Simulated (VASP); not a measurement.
Runs of VASP 6.6.1 on Sc3Cu2. The structure is that of space group Pm-3m (No. 221), or close to it. The cells are those of the table. 

```csv
task,cell,k mesh,cutoff (eV),gap on the mesh (eV),pressure (GPa),relaxed volume (Å³/atom)
single point,"a = 4.907 Å, 5 atoms",8 × 8 × 8,520,none,0.2,-
single point,"a = 4.904 Å, 5 atoms",4 × 4 × 4,520,none,0.2,-
relaxation of cell and atoms,"relaxed from a = 4.904 Å, 5 atoms",8 × 8 × 8,600,none,-0.1,23.75
single point,"a = 4.533 Å, 5 atoms",4 × 4 × 4,520,none,(a),-
relaxation of cell and atoms,"relaxed from a = 4.533 Å, 5 atoms",4 × 4 × 4,600,none,0.1,23.61
```

Alike in all rows: level PBE; potentials or basis VASP PAW PBE potentials, release 64 (Sc_sv, Cu); no spin polarisation; smearing gaussian 0.1 eV.

Fill in the values left out.

(a) 20.9.

Caveats: the volume moved by over 15 % at a fixed basis, so the end points are rough (some runs).

A gap of «none» marks levels without a gap at the run's occupations.
